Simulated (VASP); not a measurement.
# TiTe2 (P-3m1) in VASP: a series of runs

TiTe2 is run at these levels: PBE+D3(BJ); tasks: relaxation of cell and atoms.

All numbers are computed with VASP 6.6.1; they aren't measurements. Logs are shortened: lines on timing, memory, paths and dates and some standing lists are left out, and cuts for length are marked.

## (1) The cell of the first run

The structure is trigonal, space group P-3m1 (No. 164). Conventional cell: a = 3.777 Å, b = 3.777 Å, c = 6.498 Å, α = 90.00°, β = 90.00°, γ = 120.00°. Ti (site symmetry -3m) has 6 Te at 2.77 Å and 6 Ti at 3.78 Å within 3.8 Å. Within 3.8 Å of Te (site symmetry 3m) lie 3 Ti at 2.77 Å and 9 Te at 3.78 Å.

## (2) Relaxation of cell and atoms, PBE+D3(BJ)

Input file INCAR:

```
  PREC = Accurate
  ENCUT = 600
  EDIFF = 1E-6
  ISMEAR = 1
  SIGMA = 0.1
  LREAL = F
  LASPH = T
  NELM = 80
  ALGO = Normal
  ISIF = 3
  LWAVE = F
  LCHARG = F
  GGA = PE
  IVDW = 12
  IBRION = 2
  NSW = 90
  EDIFFG = -0.01
  KPAR = 2
```

Input file KPOINTS:

```
Automatic mesh
0
Gamma
  12 12 6
```

Input file POSCAR:

```
TiTe2
1.0
    3.7770000000      0.0000000000      0.0000000000
   -1.8885000000      3.2709779501      0.0000000000
    0.0000000000      0.0000000000      6.4980000000
Ti Te
1 2
Direct
    0.0000000000      0.0000000000      0.0000000000
    0.6666666667      0.3333333333      0.2628000000
    0.3333333333      0.6666666667      0.7372000000
```

Potentials or basis: VASP PAW PBE potentials, release 64 (Ti_sv, Te).

On the command line:

```bash
> cat potpaw_PBE.64/Ti_sv/POTCAR potpaw_PBE.64/Te/POTCAR > POTCAR
> mpirun -np 2 vasp_std > vasp.out
```

OUTCAR:

```text
PREC = Accurate
   ENCUT = 600
   EDIFF = 1E-6
   ISMEAR = 1
   LREAL = F
   LASPH = T
   NELM = 80
   ISIF = 3
   GGA = PE
   IVDW = 12
   IBRION = 2
   NSW = 90
   EDIFFG = -0.01
 IVDW          = 12

 ion  position               nearest neighbor table
   1  0.000  0.000  0.000-   2 2.77   3 2.77   2 2.77   3 2.77   2 2.77   3 2.77
   2  0.667  0.333  0.263-   1 2.77   1 2.77   1 2.77
   3  0.333  0.667  0.737-   1 2.77   1 2.77   1 2.77

  LATTYP: Found a hexagonal cell.
 ALAT       =     3.7770000000
 C/A-ratio  =     1.7204130262

  Lattice vectors:

 A1 = (   3.7770000000,   0.0000000000,   0.0000000000)
 A2 = (  -1.8885000000,   3.2709779501,   0.0000000000)
 A3 = (   0.0000000000,   0.0000000000,   6.4980000000)

Analysis of symmetry for initial positions (statically):
=====================================================================
 Subroutine PRICEL returns:
 Original cell was already a primitive cell.

 Routine SETGRP: Setting up the symmetry group for a
 hexagonal supercell.

 Subroutine GETGRP returns: Found 12 space group operations
 (whereof 12 operations were pure point group operations)
 out of a pool of 24 trial point group operations.

The static configuration has the point symmetry D_3d.

Analysis of symmetry for dynamics (positions and initial velocities):
=====================================================================
 Subroutine PRICEL returns:
 Original cell was already a primitive cell.

 Routine SETGRP: Setting up the symmetry group for a
 hexagonal supercell.

 Subroutine GETGRP returns: Found 12 space group operations
 (whereof 12 operations were pure point group operations)
 out of a pool of 24 trial point group operations.

The dynamic configuration has the point symmetry D_3d.

 Subroutine INISYM returns: Found 12 space group operations
 (whereof 12 operations are pure point group operations),
 and found     1 'primitive' translations

----------------------------------------------------------------------------------------

                                     Primitive cell

  volume of cell :      80.2794

  direct lattice vectors                    reciprocal lattice vectors
     3.777000000  0.000000000  0.000000000     0.264760392  0.152859484  0.000000000
    -1.888500000  3.270977950  0.000000000     0.000000000  0.305718967  0.000000000
     0.000000000  0.000000000  6.498000000     0.000000000  0.000000000  0.153893506

  length of vectors
     3.777000000  3.777000000  6.498000000     0.305718967  0.305718967  0.153893506

  position of ions in fractional coordinates (direct lattice)
     0.000000000  0.000000000  0.000000000
     0.666666667  0.333333333  0.262800000
     0.333333333  0.666666667  0.737200000

  ion indices of the primitive-cell ions
   primitive index   ion index
                 1           1
                 2           2
                 3           3

----------------------------------------------------------------------------------------

 KPOINTS: Automatic mesh

Automatic generation of k-mesh.
 Grid dimensions read from file:
 generate k-points for:   12   12    6

 Generating k-lattice:

  Cartesian coordinates                     Fractional coordinates (reciprocal lattice)
     0.022063366  0.012738290  0.000000000     0.083333333 -0.000000000  0.000000000
     0.000000000  0.025476581  0.000000000     0.000000000  0.083333333  0.000000000
     0.000000000  0.000000000  0.025648918     0.000000000  0.000000000  0.166666667

  Length of vectors
     0.025476581  0.025476581  0.025648918

  Shift w.r.t. Gamma in fractional coordinates (k-lattice)
     0.000000000  0.000000000  0.000000000

 Subroutine IBZKPT returns following result:
 ===========================================

 Found    100 irreducible k-points:

 Following reciprocal coordinates:
            Coordinates               Weight
  0.000000  0.000000  0.000000      1.000000
  0.083333  0.000000  0.000000      6.000000
  0.166667  0.000000  0.000000      6.000000
  0.250000  0.000000  0.000000      6.000000
  0.333333  0.000000  0.000000      6.000000
  0.416667  0.000000  0.000000      6.000000
[... 16 lines left out ...]
  0.166667  0.000000  0.166667      6.000000
  0.000000  0.166667  0.166667      6.000000
 [... further k-points ...]
   k-points           NKPTS =    100   k-points in BZ     NKDIM =    100   number of bands    NBANDS=     16
   number of dos      NEDOS =    301   number of ions     NIONS =      3
   total plane-waves  NPLWV =  48600
   dimension x,y,z NGX =    30 NGY =   30 NGZ =   54
   dimension x,y,z NGXF=    60 NGYF=   60 NGZF=  108
   ions per type =               1   2
   NGX,Y,Z   is equivalent  to a cutoff of  13.20, 13.20, 13.82 a.u.
   NGXF,Y,Z  is equivalent  to a cutoff of  26.41, 26.41, 27.63 a.u.
 SYSTEM =  unknown system
   PREC   = accura    normal or accurate (medium, high low for compatibility)
   ISTART =      0    job   : 0-new  1-cont  2-samecut
   ICHARG =      2    charge: 1-file 2-atom 10-const
   ISPIN  =      1    spin polarized calculation?
   LNONCOLLINEAR =      F non collinear calculations
   LSORBIT =      F    spin-orbit coupling
   LASPH  =      T    aspherical Exc in radial PAW
   ENCUT  =  600.0 eV  44.10 Ry    6.64 a.u.   7.54  7.54 12.98*2*pi/ulx,y,z
   NELM   =     80;   NELMIN=  2; NELMDL= -5     # of ELM steps
   EDIFF  = 0.1E-05   stopping-criterion for ELM
   LREAL  =      F    real-space projection
   EDIFFG = -.1E-01   stopping-criterion for IOM
   NSW    =     90    number of steps for IOM
   IBRION =      2    ionic relax: 0-MD 1-quasi-New 2-CG
   NFREE  =      1    steps in history (QN), initial steepest desc. (CG)
   ISIF   =      3    stress and relaxation
   ISYM   =      2    0-nonsym 1-usesym 2-fastsym
   POTIM  = 0.5000    time-step for ionic-motion
   TEBEG  =    0.0;   TEEND  =   0.0 temperature during run
   PSTRESS=    0.0 pullay stress
   NELECT =      24.0000    total number of electrons
   NUPDOWN=      -1.0000    fix difference up-down
   EMIN   =  10.00;   EMAX   =-10.00  energy-range for DOS
   EFERMI =   0.00;   METHOD = LEGACY
   ISMEAR =     1;   SIGMA  =   0.10  broadening in eV -4-tet -1-fermi 0-gaus
   EFERMI_NEDOS =   21; number of points for ismear=-14 and -15
   IALGO  =     38    algorithm
   IMIX   =      4    mixing-type and parameters
     AMIX     =   0.40;   BMIX     =  1.00
     AMIX_MAG =   1.60;   BMIX_MAG =  1.00
  volume/ion in A,a.u.               =      26.76       180.58
  Fermi-wavevector in a.u.,A,eV,Ry     =   1.094655  2.068597 16.303438  1.198269
  Thomas-Fermi vector in A             =   2.230964
   LORBIT       =      0    0 simple, 1 ext, 2 COOP (PROOUT), +10 PAW based schemes
   GGA     = PE    functional components
   LHFCALC =     F    Hartree Fock is set to
   AEXX    =    0.0000 exact exchange contribution
   IVDW    =    12    specifies the selected vdW correction
   LEPSILON=     F    determine dielectric tensor
   LRPA    =     F    only Hartree local field effects (RPA)
 conjugate gradient relaxation of ions
 non-spin polarized calculation
 Methfessel and Paxton  Order N= 1 SIGMA  =   0.10
  energy-cutoff  :      600.00
  volume of cell :       80.28
 maximum number of plane-waves:      2714
   NGX = 15   NGY = 15   NGZ = 25

--------------------------------------- Ionic step        1  -------------------------------------------

 number of electron      24.0000002 magnetization

 Free energy of the ion-electron system (eV)
  ---------------------------------------------------
  ext. energy  EPLUGINS =         0.00000000
  ---------------------------------------------------
  free energy    TOTEN  =       -16.20549979 eV

  energy without entropy =      -16.20529775  energy(sigma->0) =      -16.20543244

 E-fermi :   6.8599     XC(G=0):  -9.8602

 val. band max:        6.8577491423   @ k =   0.3333   0.0000   0.5000
 cond. band min:       6.8633287598   @ k =   0.4167   0.0000   0.0000
 fundamental gap:      0.0055796175
 Fermi energy:         6.8599300129

 k-point     1 :       0.0000    0.0000    0.0000
  band No.  band energies     occupation
      1     -50.6631      2.00000
      2     -26.9233      2.00000
      3     -26.9233      2.00000
      4     -26.8769      2.00000
      5      -5.5831      2.00000
      6      -4.0804      2.00000
[... 8 lines left out ...]
     15       7.8895     -0.00000
     16       9.8759      0.00000
[... 419 lines left out ...]
 k-point    24 :       0.0000    0.1667    0.1667
  band No.  band energies     occupation
      1     -50.6623      2.00000
      2     -26.9338      2.00000
      3     -26.9257      2.00000
      4     -26.8745      2.00000
      5      -5.2111      2.00000
      6      -4.0576      2.00000
[... 8 lines left out ...]
     15       8.0322     -0.00000
     16       9.4875      0.00000

 [... further k-points ...]

------------------------ aborting loop because EDIFF is reached ----------------------------------------

 Edisp (eV)   -1.47475

 E8    (eV) :    -0.6840

  FORCE on cell =-STRESS in cart. coord.  units (eV):
  Direction    XX          YY          ZZ          XY          YZ          ZX
  --------------------------------------------------------------------------------------
  -------------------------------------------------------------------------------------
  Total      -1.18696    -1.18696    -0.71276     0.00000     0.00000     0.00000
  in kB     -23.68868   -23.68868   -14.22494     0.00000     0.00000     0.00000
  external pressure =      -20.53 kB  Pullay stress =        0.00 kB

 VOLUME and BASIS-vectors are now :
 -----------------------------------------------------------------------------
  energy-cutoff  :      600.00
  volume of cell :       80.28
      direct lattice vectors                 reciprocal lattice vectors
     3.777000000  0.000000000  0.000000000     0.264760392  0.152859484  0.000000000
    -1.888500000  3.270977950  0.000000000     0.000000000  0.305718967  0.000000000
     0.000000000  0.000000000  6.498000000     0.000000000  0.000000000  0.153893506
[... 288 lines left out ...]
 POSITION                                       TOTAL-FORCE (eV/Angst)
 -----------------------------------------------------------------------------------
      0.00000     -0.00000     -0.00000         0.000000     -0.000000     -0.000000
      1.84600      1.06579      1.72315        -0.000000      0.000000      0.064397
     -0.00000      2.13158      4.61388         0.000000     -0.000000     -0.064397
 -----------------------------------------------------------------------------------
    total drift:                               -0.000000     -0.000000      0.000000

  FREE ENERGIE OF THE ION-ELECTRON SYSTEM (eV)
  ---------------------------------------------------
  free  energy   TOTEN  =       -17.7154749326 eV

  energy  without entropy=      -17.7155726512  energy(sigma->0) =      -17.71550751

--------------------------------------- Ionic step        9  -------------------------------------------

 number of electron      24.0000000 magnetization

 Free energy of the ion-electron system (eV)
  ---------------------------------------------------
  ext. energy  EPLUGINS =         0.00000000
  ---------------------------------------------------
  free energy    TOTEN  =       -16.14641906 eV

  energy without entropy =      -16.14661365  energy(sigma->0) =      -16.14648392

 E-fermi :   7.6367     XC(G=0): -10.1805

 val. band max:        7.6346055264   @ k =   0.3333   0.0000   0.5000
 cond. band min:       7.6405181521   @ k =   0.0000   0.4167   0.1667
 fundamental gap:      0.0059126257
 Fermi energy:         7.6366830137

 k-point     1 :       0.0000    0.0000    0.0000
  band No.  band energies     occupation
      1     -49.7531      2.00000
      2     -26.0194      2.00000
      3     -26.0194      2.00000
      4     -25.9825      2.00000
      5      -5.1581      2.00000
      6      -3.4377      2.00000
[... 8 lines left out ...]
     15       8.8936     -0.00000
     16      10.7037      0.00000
[... 419 lines left out ...]
 k-point    24 :       0.0000    0.1667    0.1667
  band No.  band energies     occupation
      1     -49.7521      2.00000
      2     -26.0327      2.00000
      3     -26.0224      2.00000
      4     -25.9793      2.00000
      5      -4.7484      2.00000
      6      -3.4222      2.00000
[... 8 lines left out ...]
     15       8.9009     -0.00000
     16      10.4386      0.00000

 [... further k-points ...]

------------------------ aborting loop because EDIFF is reached ----------------------------------------

 Edisp (eV)   -1.57020

 E8    (eV) :    -0.7273

  FORCE on cell =-STRESS in cart. coord.  units (eV):
  Direction    XX          YY          ZZ          XY          YZ          ZX
  --------------------------------------------------------------------------------------
  -------------------------------------------------------------------------------------
  Total      -0.02394    -0.02394     0.01463     0.00000     0.00000     0.00000
  in kB      -0.50852    -0.50852     0.31070     0.00000     0.00000     0.00000
  external pressure =       -0.24 kB  Pullay stress =        0.00 kB

 VOLUME and BASIS-vectors are now :
 -----------------------------------------------------------------------------
  energy-cutoff  :      600.00
  volume of cell :       75.43
      direct lattice vectors                 reciprocal lattice vectors
     3.698493145 -0.000000000 -0.000000000     0.270380385  0.156104188 -0.000000000
    -1.849246573  3.202989020  0.000000000    -0.000000000  0.312208376 -0.000000000
    -0.000000000  0.000000000  6.367440873     0.000000000 -0.000000000  0.157048965

 POSITION                                       TOTAL-FORCE (eV/Angst)
 -----------------------------------------------------------------------------------
      0.00000      0.00000     -0.00000        -0.000000     -0.000000      0.000000
      1.84925      1.06766      1.73019         0.000000     -0.000000     -0.005095
     -0.00000      2.13533      4.63725        -0.000000      0.000000      0.005095
 -----------------------------------------------------------------------------------
    total drift:                                0.000000      0.000000     -0.000000

  FREE ENERGIE OF THE ION-ELECTRON SYSTEM (eV)
  ---------------------------------------------------
  free  energy   TOTEN  =       -17.7166214919 eV

  energy  without entropy=      -17.7168160821  energy(sigma->0) =      -17.71668636

 reached required accuracy - stopping structural energy minimisation
```

It took 4 min on 2 MPI ranks of Intel Xeon 6975P-C (Granite Rapids), shared host; peak memory 0.35 GiB.

Results:

```yaml
Free_energy: -17.7166 eV
Relaxed_volume: 25.14 Å³/atom
Relaxed_cell: a = 3.698 Å, b = 3.698 Å, c = 6.367 Å, α = 90.00°, β = 90.00°, γ = 120.00°
Space_group_after_relaxing_to_0.1_Å: P-3m1 (No. 164)
Energy_gained_by_relaxing: 12.1 meV/atom
Ionic_steps: 9
Pressure_after_relaxing: 0.0 GPa
Largest_force_after_relaxing: 0.005 eV/Å
Band_gap_on_the_k_mesh: zero (bands 12 and 13 overlap by 0.84 eV)
Dispersion_energy_per_atom: -0.523 eV
```

Forces in eV/Å, atoms in the order of the input:
```
Ti   0.000  0.000  0.000
Te   0.000  0.000 -0.005
Te   0.000  0.000  0.005
```

Stress tensor (GPa, compression positive):
```
-0.05  0.00  0.00
 0.00 -0.05  0.00
 0.00  0.00  0.03
```

Step by step:
```tsv
step	energy change (eV)	largest force (eV/Å)	pressure (GPa)	volume (Å³)
1	0.0000	0.0447	-2.05	80.28
2	-0.0162	0.4485	1.15	76.36
3	-0.0195	0.3277	0.16	77.47
4	-0.0287	0.2023	0.06	76.86
5	-0.0320	0.0649	-0.02	76.22
6	-0.0340	0.0396	-0.08	76.08
7	-0.0362	0.0333	-0.26	75.69
8	-0.0352	0.0644	0.55	74.81
9	-0.0364	0.0051	-0.02	75.43
```

Final structure:
```yaml
crystal:
  lattice:
    - [3.69849, 0.00000, 0.00000]
    - [-1.84925, 3.20299, 0.00000]
    - [0.00000, 0.00000, 6.36744]
  atoms:
    - { symbol: Ti, position: [0.00000, 0.00000, 0.00000] }
    - { symbol: Te, position: [0.66667, 0.33333, 0.27172] }
    - { symbol: Te, position: [0.33333, 0.66667, 0.72828] }
```

Caveat: spin-orbit coupling is left out, which moves the levels of the heavy elements.

## (3) Relaxation of cell and atoms, PBE+D3(BJ)

This run uses another cell than the first one, of 25.14 Å³/atom.

INCAR, as its differences from that of step 2:

```diff
@@ -2,3 +2,3 @@
   ENCUT = 600
-  EDIFF = 1E-6
+  EDIFF = 1E-7
   ISMEAR = 1
@@ -16,3 +16,3 @@
   NSW = 90
-  EDIFFG = -0.01
+  EDIFFG = -0.005
   KPAR = 2
```

KPOINTS is that of step 2.

Input file POSCAR:

```
TiTe2                                   
1.0
    3.6984931453     -0.0000000000     -0.0000000000
   -1.8492465726      3.2029890195      0.0000000000
   -0.0000000000      0.0000000000      6.3674408730
  Ti              Te            
     1     2
Direct
     0.0000000000000000    0.0000000000000000    0.0000000000000000
     0.6666666667000030    0.3333333332999970    0.2717248387155200
     0.3333333332999970    0.6666666667000030    0.7282751612844799
```

Potentials or basis: VASP PAW PBE potentials, release 64 (Ti_sv, Te).

On the command line:

```bash
> cat potpaw_PBE.64/Ti_sv/POTCAR potpaw_PBE.64/Te/POTCAR > POTCAR
> mpirun -np 2 vasp_std > vasp.out
```

Wall time 1.7 min (2 MPI ranks of Intel Xeon 6975P-C (Granite Rapids), shared host); peak memory 0.33 GiB.

The run converged. Its results:

| Quantity | Value |
| --- | --- |
| Free energy | -17.7160 eV |
| Relaxed volume | 25.13 Å³/atom |
| Relaxed cell | a = 3.696 Å, b = 3.696 Å, c = 6.373 Å, α = 90.00°, β = 90.00°, γ = 120.00° |
| Space group after relaxing (to 0.1 Å) | P-3m1 (No. 164) |
| Energy gained by relaxing | 0.0 meV/atom |
| Ionic steps | 4 |
| Pressure after relaxing | 0.0 GPa |
| Largest force after relaxing | 0.004 eV/Å |
| Band gap on the k mesh | zero (bands 12 and 13 overlap by 0.84 eV) |
| Dispersion energy per atom | -0.524 eV |

Forces in eV/Å, atoms in the order of the input:
```
Ti   0.000  0.000  0.000
Te   0.000  0.000 -0.004
Te   0.000  0.000  0.004
```

Final structure:
```
Ti Te
1.0
     3.69612    0.00000    0.00000
    -1.84806    3.20093    0.00000
     0.00000    0.00000    6.37296
Ti Te
1 2
Direct
  0.00000 0.00000 0.00000
  0.66667 0.33333 0.27166
  0.33333 0.66667 0.72834
```

Levels at points of the mesh, in eV from the Fermi level:
| k point | band 8 | band 9 | band 10 | band 11 | band 12 | band 13 | band 14 | band 15 | band 16 |
| --- | --- | --- | --- | --- | --- | --- | --- | --- | --- |
| (0.00, 0.00, 0.00) | -1.62 | -1.62 | 0.23 | 0.43 | 0.43 | 0.71 | 1.26 | 1.26 | 3.07 |
| (0.50, 0.00, 0.00) | -3.95 | -2.97 | -2.55 | -1.74 | -1.19 | -0.06 | 1.26 | 1.63 | 2.40 |
| (0.00, 0.00, 0.50) | -3.05 | -1.53 | -1.53 | 0.42 | 0.42 | 0.83 | 0.83 | 1.08 | 3.65 |
| (0.50, 0.00, 0.50) | -4.96 | -2.60 | -2.11 | -0.94 | -0.47 | -0.41 | 1.26 | 1.62 | 2.56 |

Caveat: spin-orbit coupling is left out, which moves the levels of the heavy elements.
